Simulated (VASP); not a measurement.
# Cd2S: single point with LDA

The system is Cd2S.

```xyz
3
Lattice="4.0148 0.0000 0.0000 -2.0074 3.4769 0.0000 0.0000 0.0000 5.8856" Properties=species:S:1:pos:R:3 pbc="T T T"
Cd    0.0000    2.3180    5.4896
Cd    2.0074    1.1590    3.4062
S     0.0000    2.3180    2.1524
```

This cell differs from its parent crystal: volume scaled by 1.04.

```json
{
  "Program": "VASP 6.6.1",
  "Task": "single point",
  "Functional": "LDA",
  "Potentials or basis": "VASP PAW LDA potentials, release 64 (Cd, S)",
  "Cutoff": "520 eV",
  "k mesh": "8 × 8 × 5",
  "Occupations": "fermi-dirac, width 0.05 eV",
  "Spin": "no spin polarisation"
}
```

| Property | Result |
| --- | --- |
| Pressure | -5.8 GPa |
| Largest force | 0.284 eV/Å |
| Band gap on the k mesh | 0.27 eV, indirect (least direct gap 0.57 eV) |

Forces on the atoms (eV/Å):
```
Cd   0.000  0.000  0.066
Cd   0.000  0.000 -0.284
S    0.000  0.000  0.218
```

Stress tensor (GPa, compression positive):
```
-5.08  0.00  0.00
 0.00 -5.08  0.00
 0.00  0.00 -7.21
```

Levels at points of the mesh, in eV from the valence-band top:
| k point | band 13 | band 14 | band 15 | band 16 | band 17 | band 18 |
| --- | --- | --- | --- | --- | --- | --- |
| (0.00, 0.00, 0.00) | -3.50 | -0.56 | -0.56 | 3.03 | 4.92 | 6.73 |
| (0.50, 0.00, 0.00) | -2.76 | -1.39 | -1.24 | 0.67 | 3.09 | 4.70 |

Run time: 25 s on 1 thread of Intel(R) Xeon(R) 6975P-C (Granite Rapids) (shared host), peak memory 0.2 GiB.

 A k mesh can miss the band edges.
